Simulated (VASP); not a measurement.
The system is Al2Cu.

```
CELL_PARAMETERS angstrom
-2.99890 2.99890 2.39274
2.99890 -2.99890 2.39274
2.99890 2.99890 -2.39274
ATOMIC_POSITIONS crystal
Al 0.84139 0.65861 0.50000
Al 0.65861 0.15861 0.81721
Al 0.34139 0.84139 0.18279
Al 0.15861 0.34139 0.50000
Cu 0.25000 0.25000 0.00000
Cu 0.75000 0.75000 0.00000
```

| Quantity | Value |
| --- | --- |
| Program | VASP 6.6.1 |
| Task | relaxation of cell and atoms |
| Functional | PBE |
| Potentials or basis | VASP PAW PBE potentials, release 64 (Al, Cu) |
| Cutoff | 600 eV |
| k mesh | 4 × 4 × 4 |
| Occupations | gaussian, width 0.1 eV |
| Spin | no spin polarisation |

At the start: pressure 4.5 GPa; volume 14.35 Å³/atom.

**Question.** How do energy, volume and symmetry change on relaxing?

**Answer.** Over 8 steps the energy falls by 15.0 meV/atom and the volume is 14.92 Å³/atom (+4.0 %); space group I4/mcm (No. 140, to 0.1 Å) before and after.

The path:
```tsv
step	energy change (eV)	largest force (eV/Å)	pressure (GPa)	volume (Å³)
1	0.0000	0.1195	4.50	86.08
2	-0.0756	0.0766	-1.60	91.18
3	-0.0777	0.0777	-0.73	90.40
4	-0.0872	0.1100	-0.07	90.00
5	-0.0872	0.1087	-0.18	90.02
6	-0.0892	0.0711	0.07	89.77
7	-0.0900	0.0157	0.40	89.46
8	-0.0900	0.0249	0.35	89.50
```

Final structure:
```xyz
6
Lattice="-3.0717 3.0717 2.3715 3.0717 -3.0717 2.3715 3.0717 3.0717 -2.3715" Properties=species:S:1:pos:R:3 pbc="T T T"
Al    0.9599    2.1118    2.3715
Al    0.9599    4.0316    0.0000
Al    2.1118   -0.9599    2.3715
Al    2.1118    0.9599    0.0000
Cu    0.0000    0.0000    1.1858
Cu    0.0000    0.0000    3.5573
```

Caveat: the k points lie up to 0.42 Å⁻¹ apart in the final cell, too coarse for converged energies and pressures of a metal.
